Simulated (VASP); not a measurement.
Crystal: Si6P.

```
CELL_PARAMETERS angstrom
5.86591 0.00000 0.00000
0.00000 5.86591 0.00000
0.00000 0.00000 5.86591
ATOMIC_POSITIONS crystal
Si 0.20651 0.50000 0.50000
Si 0.50000 0.50000 0.79349
Si 0.50000 0.50000 0.20651
Si 0.50000 0.20651 0.50000
Si 0.50000 0.79349 0.50000
Si 0.79349 0.50000 0.50000
P 0.00000 0.00000 0.00000
```

The cell was generated, and may not be a known phase.

```yaml
Program: VASP 6.6.1
Task: relaxation of cell and atoms
Functional: PBE
Potentials_or_basis: VASP PAW PBE potentials, release 64 (Si, P)
Cutoff: 600 eV
k_mesh: 6 × 6 × 6
Occupations: gaussian, width 0.1 eV
Spin: no spin polarisation
```

At the start: pressure 0.8 GPa; volume 28.83 Å³/atom.

Q: How do energy, volume and symmetry change on relaxing?

A: Over 6 steps the energy falls by 2.3 meV/atom and the volume is 30.00 Å³/atom (+4.0 %); space group Pm-3m (No. 221, to 0.1 Å) before and after.

The path:
```
step  energy change (eV)  largest force (eV/Å)  pressure (GPa)  volume (Å³)
   1              0.0000                0.1256            0.82       201.84
   2             -0.0074                0.1774           -0.17       206.18
   3             -0.0091                0.0893            0.12       204.85
   4             -0.0115                0.0732            0.10       205.89
   5             -0.0156                0.0208            0.01       209.04
   6             -0.0158                0.0022           -0.02       210.00
```

Final structure:
```
Si P
1.0
     5.94397    0.00000    0.00000
     0.00000    5.94397    0.00000
     0.00000    0.00000    5.94397
Si P
6 1
Direct
  0.20867 0.50000 0.50000
  0.50000 0.50000 0.79133
  0.50000 0.50000 0.20867
  0.50000 0.20867 0.50000
  0.50000 0.79133 0.50000
  0.79133 0.50000 0.50000
  0.00000 0.00000 0.00000
```
